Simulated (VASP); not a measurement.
# B5Pt (P4/mmm) in VASP: a series of runs, part 2 of 2

VASP 6.6.1. Earlier steps stand in the parts before.

## (3) Single point, PBE

This run uses another cell than the first one, of 8.07 Å³/atom, 1.011 times its volume.

Input file INCAR:

```
ALGO = Normal
EDIFF = 1E-6
ENCUT = 520
GGA = PE
ISIF = 2
ISMEAR = 0
LASPH = T
LCHARG = T
LELF = T
LREAL = F
LVHAR = T
LWAVE = F
NBANDS = 22
NELM = 60
PREC = Accurate
SIGMA = 0.1
```

Input file KPOINTS:

```
k-points
0
Gamma
  6 6 4
```

Input file POSCAR:

```
B5Pt
1.0
    2.8562499578      0.0000000000      0.0000000000
    0.0000000000      2.8562499578      0.0000000000
    0.0000000000      0.0000000000      5.9371978842
B Pt
5 1
Direct
    0.5000000000      0.5000000000      0.3633123190
    0.5000000000      0.5000000000      0.6366876810
    0.0000000000      0.0000000000      0.2203774928
    0.0000000000      0.0000000000      0.7796225072
    0.0000000000      0.0000000000      0.5000000000
    0.5000000000      0.5000000000      0.0000000000
```

Potentials or basis: VASP PAW PBE potentials, release 64 (B, Pt).

The run is started by

```console
$ cat potpaw_PBE.64/B/POTCAR potpaw_PBE.64/Pt/POTCAR > POTCAR
$ mpirun -np 1 vasp_std > vasp.out
```

OUTCAR:

```text
EDIFF = 1E-6
   ENCUT = 520
   GGA = PE
   ISIF = 2
   ISMEAR = 0
   LASPH = T
   LREAL = F
   NELM = 60
   PREC = Accurate

 ion  position               nearest neighbor table
   1  0.500  0.500  0.363-   2 1.62   6 2.16
   2  0.500  0.500  0.637-   1 1.62   6 2.16
   3  0.000  0.000  0.220-   5 1.66   6 2.41   6 2.41   6 2.41   6 2.41
   4  0.000  0.000  0.780-   5 1.66   6 2.41   6 2.41   6 2.41   6 2.41
   5  0.000  0.000  0.500-   3 1.66   4 1.66
   6  0.500  0.500  0.000-   1 2.16   2 2.16   3 2.41   4 2.41   3 2.41   4 2.41   3 2.41   4 2.41
                             3 2.41   4 2.41

  LATTYP: Found a simple tetragonal cell.
 ALAT       =     2.8562499578
 C/A-ratio  =     2.0786688742

  Lattice vectors:

 A1 = (   2.8562499578,   0.0000000000,   0.0000000000)
 A2 = (   0.0000000000,   2.8562499578,   0.0000000000)
 A3 = (   0.0000000000,   0.0000000000,   5.9371978842)

Analysis of symmetry for initial positions (statically):
=====================================================================
 Subroutine PRICEL returns:
[... 176 lines left out ...]
  free energy    TOTEN  =       -35.19808777 eV

  energy without entropy =      -35.18988985  energy(sigma->0) =      -35.19398881

 E-fermi :  10.4222     XC(G=0): -12.7439

 val. band max:       10.3985745785   @ k =   0.1667   0.1667   0.2500
 cond. band min:      10.5359889348   @ k =   0.5000   0.5000   0.5000
 fundamental gap:      0.1374143563
 Fermi energy:        10.4221501027

 k-point     1 :       0.0000    0.0000    0.0000
  band No.  band energies     occupation
      1      -6.3278      2.00000
      2      -2.4917      2.00000
      3      -1.8721      2.00000
      4       2.2389      2.00000
      5       3.0537      2.00000
      6       4.7813      2.00000
[... 589 lines left out ...]
     21      16.2735      0.00000
     22      16.3861      0.00000

 [... further k-points ...]
[... 5 lines left out ...]
  --------------------------------------------------------------------------------------
  -------------------------------------------------------------------------------------
  Total       -0.0667994     -0.0667994     -0.0647568      0.0000000      0.0000000     -0.0000000
  in kB       -2.2095769     -2.2095769     -2.1420141      0.0000000      0.0000000     -0.0000000
  external PRESSURE =      -2.1870560 kB  Pullay stress =       0.0000000 kB

 VOLUME and BASIS-vectors are now :
 -----------------------------------------------------------------------------
  energy-cutoff  :      520.00
  volume of cell :       48.44
      direct lattice vectors                 reciprocal lattice vectors
     2.856249958  0.000000000  0.000000000     0.350109414  0.000000000  0.000000000
     0.000000000  2.856249958  0.000000000     0.000000000  0.350109414  0.000000000
     0.000000000  0.000000000  5.937197884     0.000000000  0.000000000  0.168429623

 POSITION                                       TOTAL-FORCE (eV/Angst)
 -----------------------------------------------------------------------------------
      1.42812      1.42812      2.15706        -0.000000      0.000000      0.001521
      1.42812      1.42812      3.78014        -0.000000     -0.000000     -0.001521
      0.00000      0.00000      1.30842        -0.000000      0.000000     -0.011933
      0.00000      0.00000      4.62877         0.000000     -0.000000      0.011933
      0.00000      0.00000      2.96860        -0.000000      0.000000      0.000000
      1.42812      1.42812      0.00000        -0.000000      0.000000      0.000000
 -----------------------------------------------------------------------------------
    total drift:                                0.000000     -0.000000     -0.000000

  FREE ENERGIE OF THE ION-ELECTRON SYSTEM (eV)
  ---------------------------------------------------
  free  energy   TOTEN  =       -35.1980877651 eV

  energy  without entropy=      -35.1898898463  energy(sigma->0) =      -35.19398881
```

stdout:

```text
POSCAR found type information on POSCAR B Pt
 POSCAR found :  2 types and       6 ions
 scaLAPACK will be used
 LDA part: xc-table for (Slater+PW92), standard interpolation
 POSCAR, INCAR and KPOINTS ok, starting setup
 FFT: planning ... GRIDC
 FFT: planning ... GRID_SOFT
 FFT: planning ... GRID
 WAVECAR not read
 entering main loop
```

Run time: 21 s. Hardware: 1 thread of Intel Xeon 6975P-C, shared host; peak memory 0.18 GiB.

Results:

```yaml
Free_energy: -35.1981 eV
Pressure: -0.2 GPa
Largest_force: 0.012 eV/Å
```

Forces on the atoms (eV/Å):
```
B    0.000  0.000  0.002
B    0.000  0.000 -0.002
B    0.000  0.000 -0.012
B    0.000  0.000  0.012
B    0.000  0.000  0.000
Pt   0.000  0.000  0.000
```

Caveat: the k points lie up to 0.37 Å⁻¹ apart; spin-orbit coupling is left out, which moves the levels of the heavy elements.

## (4) Single point, PBE

This run uses another cell than the first one, of 9.67 Å³/atom, 1.211 times its volume.

Input file INCAR:

```
  PREC = Accurate
  ENCUT = 520
  EDIFF = 1E-6
  ISMEAR = 0
  SIGMA = 0.1
  LREAL = F
  LASPH = T
  NELM = 80
  ALGO = Normal
  ISIF = 2
  LWAVE = F
  LCHARG = F
  GGA = PE
  NBANDS = 22
```

Input file KPOINTS:

```
Automatic mesh
0
Gamma
  8 8 2
```

Input file POSCAR:

```
B5Pt
1.0
    2.3928153400      0.0000000000      0.0000000000
    0.0000000000      2.3928153400      0.0000000000
    0.0000000000      0.0000000000     10.1358887300
B Pt
5 1
Direct
    0.5000000000      0.5000000000      0.3344822800
    0.5000000000      0.5000000000      0.6655177200
    0.0000000000      0.0000000000      0.1759868000
    0.0000000000      0.0000000000      0.8240132000
    0.0000000000      0.0000000000      0.5000000000
    0.5000000000      0.5000000000      0.0000000000
```

The run is started by

```console
$ cat potpaw_PBE.64/B/POTCAR potpaw_PBE.64/Pt/POTCAR > POTCAR
$ mpirun -np 1 vasp_std > vasp.out
```

It took 32 s on 1 thread of Intel Xeon 6975P-C, shared host; peak memory 0.18 GiB.

The run converged. Its results:

| Property | Result |
| --- | --- |
| Free energy | -28.3789 eV |
| Pressure | -11.4 GPa |
| Largest force | 1.297 eV/Å |

Forces in eV/Å, atoms in the order of the input:
```
B    0.000  0.000 -0.355
B    0.000  0.000  0.355
B    0.000  0.000  1.297
B    0.000  0.000 -1.297
B    0.000  0.000  0.000
Pt   0.000  0.000  0.000
```

Stress tensor (GPa, compression positive):
```
  2.10   0.00   0.00
  0.00   2.10   0.00
  0.00   0.00 -38.51
```

Levels at points of the mesh, in eV from the Fermi level:
| k point | band 11 | band 12 | band 13 | band 14 | band 15 | band 16 |
| --- | --- | --- | --- | --- | --- | --- |
| (0.00, 0.00, 0.00) | 0.07 | 1.27 | 4.39 | 4.39 | 5.44 | 5.44 |
| (0.50, 0.00, 0.00) | -2.68 | -2.37 | -1.32 | -0.92 | 2.93 | 3.02 |
| (0.50, 0.50, 0.00) | -1.18 | -0.99 | -0.77 | -0.30 | 0.95 | 1.20 |
| (0.00, 0.00, 0.50) | 0.07 | 2.02 | 4.61 | 4.61 | 4.61 | 4.90 |
| (0.50, 0.00, 0.50) | -3.46 | -1.32 | -0.09 | 0.03 | 0.40 | 2.34 |
| (0.50, 0.50, 0.50) | -0.26 | -0.22 | -0.13 | -0.13 | 0.16 | 0.30 |

Caveat: spin-orbit coupling is left out, which moves the levels of the heavy elements; forces of over 1 eV/Å act on the atoms, so gaps and moduli don't describe the material at rest.

## (5) Relaxation of cell and atoms, PBE

Input file INCAR:

```
PREC     = Accurate       # precision mode
ENCUT    = 600            # plane-wave cutoff, eV
EDIFF    = 1E-6           # SCF threshold, eV
ISMEAR   = 0              # smearing method
SIGMA    = 0.1            # smearing width, eV
LREAL    = False          # projectors in reciprocal space
LASPH    = True           # aspherical terms in the spheres
NELM     = 100            # most SCF steps
ALGO     = Normal         # electronic algorithm
ISIF     = 3              # what is computed and relaxed
LWAVE    = False          # write WAVECAR
LCHARG   = False          # write CHGCAR
GGA      = PE             # functional
IBRION   = 2              # ionic algorithm
NSW      = 90             # ionic steps
EDIFFG   = -0.04          # ionic threshold
```

Input file KPOINTS:

```
regular mesh
0
Gamma
  6 6 4
```

Input file POSCAR:

```
B5Pt
1.0
    2.8218373564      0.0000000000      0.0000000000
    0.0000000000      2.8218373564      0.0000000000
    0.0000000000      0.0000000000      6.0192541936
B Pt
5 1
Direct
    0.5000000000      0.5000000000      0.3635187581
    0.5000000000      0.5000000000      0.6364812419
    0.0000000000      0.0000000000      0.2280531807
    0.0000000000      0.0000000000      0.7719468193
    0.0000000000      0.0000000000      0.5000000000
    0.5000000000      0.5000000000      0.0000000000
```

The run is started by

```console
$ cat potpaw_PBE.64/B/POTCAR potpaw_PBE.64/Pt/POTCAR > POTCAR
$ mpirun -np 1 vasp_std > vasp.out
```

Wall time 65 s (1 thread of Intel Xeon 6975P-C, shared host); peak memory 0.2 GiB.

The run converged. Its results:

```yaml
Free_energy: -35.2012 eV
Relaxed_volume: 8.04 Å³/atom
Relaxed_cell: a = 2.848 Å, b = 2.848 Å, c = 5.943 Å, α = 90.00°, β = 90.00°, γ = 90.00°
Space_group_after_relaxing_to_0.05_Å: P4/mmm (No. 123)
Energy_gained_by_relaxing: 2.9 meV/atom
Ionic_steps: 6
Pressure_after_relaxing: 0.5 GPa
Largest_force_after_relaxing: 0.039 eV/Å
```

Forces in eV/Å, atoms in the order of the input:
```
B    0.000  0.000  0.039
B    0.000  0.000 -0.039
B    0.000  0.000  0.010
B    0.000  0.000 -0.010
B    0.000  0.000  0.000
Pt   0.000  0.000  0.000
```

Stress tensor (GPa, compression positive):
```
0.67 0.00 0.00
0.00 0.67 0.00
0.00 0.00 0.23
```

Step by step:
| step | energy change (eV) | largest force (eV/Å) | pressure (GPa) | volume (Å³) |
| --- | --- | --- | --- | --- |
| 1 | 0.0000 | 0.4051 | 0.58 | 47.93 |
| 2 | -0.0071 | 0.0789 | -1.04 | 48.13 |
| 3 | -0.0072 | 0.0693 | -0.86 | 48.11 |
| 4 | -0.0131 | 0.1116 | 0.75 | 47.96 |
| 5 | -0.0134 | 0.1708 | 1.31 | 47.91 |
| 6 | -0.0176 | 0.0394 | 0.53 | 48.22 |

Final structure:
```cif
data_structure
_symmetry_space_group_name_H-M 'P 1'
_symmetry_Int_Tables_number 1
_cell_length_a 2.8482
_cell_length_b 2.8482
_cell_length_c 5.9434
_cell_angle_alpha 90.000
_cell_angle_beta 90.000
_cell_angle_gamma 90.000
_cell_volume 48.22
loop_
_atom_site_label
_atom_site_type_symbol
_atom_site_fract_x
_atom_site_fract_y
_atom_site_fract_z
_atom_site_occupancy
B1 B 0.50000 0.50000 0.36322 1
B2 B 0.50000 0.50000 0.63678 1
B3 B 0.00000 0.00000 0.22080 1
B4 B 0.00000 0.00000 0.77920 1
B5 B 0.00000 0.00000 0.50000 1
Pt1 Pt 0.50000 0.50000 0.00000 1
```

Levels at points of the mesh, in eV from the Fermi level:
```tsv
k point	band 9	band 10	band 11	band 12	band 13	band 14	band 15	band 16
(0.00, 0.00, 0.00)	-4.01	-3.54	-3.23	-2.18	1.73	1.73	2.23	3.34
(0.50, 0.00, 0.00)	-5.77	-4.70	-1.67	0.35	0.62	2.33	3.12	3.37
(0.50, 0.50, 0.00)	-6.78	-4.03	-2.05	-2.05	-2.05	-1.33	-1.33	0.10
(0.00, 0.00, 0.50)	-3.54	-2.52	-2.52	-1.27	-0.94	-0.94	2.39	4.45
(0.50, 0.00, 0.50)	-5.62	-4.77	-2.13	-0.02	0.96	1.82	2.45	3.82
(0.50, 0.50, 0.50)	-6.28	-5.87	-5.87	-2.36	-2.05	-0.78	0.14	2.91
```

Caveat: the k points lie up to 0.37 Å⁻¹ apart in the final cell; spin-orbit coupling is left out, which moves the levels of the heavy elements.

## (6) Summary

| task | cell | k mesh | cutoff (eV) | gap on the mesh (eV) | pressure (GPa) | largest force (eV/Å) |
| --- | --- | --- | --- | --- | --- | --- |
| single point | a = 2.822, b = 2.822, c = 6.019 Å, 6 atoms | 8 × 8 × 2 | 520 | none | -0.1 | 0.03 |
| single point | a = 2.856, b = 2.856, c = 5.937 Å, 6 atoms | 6 × 6 × 4 | 520 | none | -0.2 | 0.01 |
| single point | a = 2.393, b = 2.393, c = 10.136 Å, 6 atoms | 8 × 8 × 2 | 520 | none | -11.4 | 1.30 |
| relaxation of cell and atoms | relaxed from a = 2.822, b = 2.822, c = 6.019 Å, 6 atoms | 6 × 6 × 4 | 600 | none | 0.5 | 0.04 |

Alike in all rows: level PBE; potentials or basis VASP PAW PBE potentials, release 64 (B, Pt); no spin polarisation; smearing gaussian 0.1 eV.

Caveats: some runs use coarse meshes; spin-orbit coupling is left out, which moves the levels of the heavy elements; forces of over 1 eV/Å act on the atoms, so gaps and moduli don't describe the material at rest (some runs).

Absolute energies hang on the potentials; compare differences alone.
